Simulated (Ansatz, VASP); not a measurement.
# Two plane-wave programs on SrCl2

File INCAR:

```
PREC     = Accurate       # precision mode
ENCUT    = 520            # plane-wave cutoff, eV
EDIFF    = 1E-6           # SCF threshold, eV
ISMEAR   = -1             # smearing method
SIGMA    = 0.02           # smearing width, eV
LREAL    = F              # projectors in reciprocal space
LASPH    = T              # aspherical terms in the spheres
NELM     = 80             # most SCF steps
ALGO     = Normal         # electronic algorithm
ISIF     = 2              # what is computed and relaxed
LWAVE    = F              # write WAVECAR
LCHARG   = F              # write CHGCAR
GGA      = PE             # functional
NBANDS   = 19             # bands
```

Contents of KPOINTS:

```
regular mesh
0
Gamma
  6 6 6
```

POSCAR

```
SrCl2
1.0
    0.0000000000      3.3546614156      3.5828735687
    3.3546614156      0.0000000000      3.5828735687
    3.3546614156      3.3546614156      0.0000000000
Sr Cl
1 2
Direct
    0.0000000000      0.0000000000      0.0000000000
    0.2500000000      0.2500000000      0.2500000000
    0.7500000000      0.7500000000      0.7500000000
```

Input for Ansatz:

```yaml
crystal:
  lattice:
    - [0.0, 3.3546614156, 3.5828735687]
    - [3.3546614156, 0.0, 3.5828735687]
    - [3.3546614156, 3.3546614156, 0.0]
  atoms:
    - { symbol: Sr, position: [0.0, 0.0, 0.0] }
    - { symbol: Cl, position: [0.25, 0.25, 0.25] }
    - { symbol: Cl, position: [0.75, 0.75, 0.75] }
kpoints:
  mp_grid: { grid: [6, 6, 6] }
  band_path:
    path:
      - [0.0, 0.0, 0.0]
      - [0.5, 0.0, 0.5]
      - [0.625, 0.25, 0.625]
      - [0.375, 0.375, 0.75]
      - [0.5, 0.5, 0.5]
      - [0.5, 0.25, 0.75]
      - [0.0, 0.5, 0.5]
    npoints: 1
hamiltonian:
  xc: pbe
scf:
  occupations: { method: fermi_dirac, width: 0.02 }
  n_extra_bands: 4
output:
  forces: true
  stress: true
  eigenvalues: true
```

Change from the starting cell: epitaxial_xy strain -4.1%.

Alike in both runs: task single point; functional PBE; k mesh 6 × 6 × 6; occupations fermi-dirac, width 0.02 eV; no spin polarisation.

|  | VASP | Ansatz |
| --- | --- | --- |
| version | VASP 6.6.1 | Ansatz 0.2.0 |
| potentials or method | VASP PAW PBE potentials, release 64 (Sr_sv, Cl) | plane waves, PAW |
| plane-wave cutoff (eV) | 520 | 420 |
| valence electrons in the cell | 24 | 24 |

Ansatz gave:

- gap on the k mesh at the Fermi level (eV): 5.15
- pressure (GPa): 3.2
- traceless stress, the component that is largest in VASP (GPa): -2.42

Q: Which values does VASP return?

A: gap on the k mesh at the Fermi level (eV): 5.15; pressure (GPa): 3.3; traceless stress, the component that is largest in VASP (GPa): -2.40.
